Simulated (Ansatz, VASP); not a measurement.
# Two plane-wave programs on TiCo

The input INCAR:

```
SYSTEM = TiCo
PREC     = Accurate       ! precision mode
ENCUT    = 520            ! plane-wave cutoff, eV
EDIFF    = 1E-6           ! SCF threshold, eV
ISMEAR   = 0              ! smearing method
SIGMA    = 0.15           ! smearing width, eV
LREAL    = .False.        ! projectors in reciprocal space
LASPH    = .True.         ! aspherical terms in the spheres
NELM     = 150            ! most SCF steps
ALGO     = Fast           ! electronic algorithm
ISIF     = 2              ! what is computed and relaxed
LWAVE    = .False.        ! write WAVECAR
LCHARG   = .False.        ! write CHGCAR
ISPIN    = 2              ! spin polarisation
MAGMOM   = 0 0.4          ! initial moments
LORBIT   = 11             ! projections on sites
LMAXMIX  = 4              ! l up to which the mixer works
GGA      = PS             ! functional
NBANDS   = 22             ! bands
```

Contents of KPOINTS:

```
regular mesh
0
Gamma
  16 16 16
  0 0 0
```

POSCAR

```
TiCo
1.0
    2.9861109900      0.0000000000      0.0000000000
    0.0000000000      2.9861109900      0.0000000000
    0.0000000000      0.0000000000      2.9861109900
Ti Co
1 1
Direct
    0.0000000000      0.0000000000      0.0251162801
    0.5000000000      0.5000000000      0.5000000000
```

Input for Ansatz:

```yaml
crystal:
  lattice:
    - [2.98611099, 0.0, 0.0]
    - [0.0, 2.98611099, 0.0]
    - [0.0, 0.0, 2.98611099]
  atoms:
    - { symbol: Ti, position: [0.0, 0.0, 0.0251162801] }
    - { symbol: Co, position: [0.5, 0.5, 0.5], spin: 0.4 }
basis:
  ecutwfc: 420
kpoints:
  mp_grid: { grid: [16, 16, 16] }
hamiltonian:
  xc: pbesol
scf:
  occupations: { method: gaussian, width: 0.15 }
output:
  forces: true
  stress: true
  eigenvalues: true
  populations: true
magnetization:
  spin_polarized: true
```

Change from the starting cell: all Ti atoms moved +0.075 Å, as atom 1 along Cartesian [0 0 1].

Alike in both runs: task single point; functional PBEsol; k mesh 16 × 16 × 16; occupations gaussian, width 0.15 eV; collinear spin.

|  | VASP | Ansatz |
| --- | --- | --- |
| version | VASP 6.6.1 | Ansatz 0.2.0 |
| potentials or method | VASP PAW PBE potentials, release 64 (Ti_sv, Co), cutoff 520 eV | scalar-relativistic, plane waves, PAW |
| valence electrons in the cell | 21 | 29 |

VASP gave:

* gap on the k mesh at the Fermi level (eV): none
* pressure (GPa): -8.0
* traceless stress, the component that is largest in VASP (GPa): -0.11
* rms of the force components (eV/Å): 0.189
* net moment per atom (μB): 0.38
* size of the moment on the site where the two differ most (μB): 0.82

Q: Estimate Ansatz's values.

A: gap on the k mesh at the Fermi level (eV): none; pressure (GPa): -7.3; traceless stress, the component that is largest in VASP (GPa): -0.10; rms of the force components (eV/Å): 0.193; net moment per atom (μB): 0.40; size of the moment on the site where the two differ most (μB): 0.87.

VASP's potentials were made for PBE, not for PBEsol. Site moments also hang on the region over which each program counts them. Atom by atom the forces differ by 0.004 eV/Å (rms over components). A gap of «none» marks a metal or a gap that the smearing closes. VASP's potentials hold 21 valence electrons a cell and Ansatz's 29, so a difference there can come from the potentials and not from the codes.
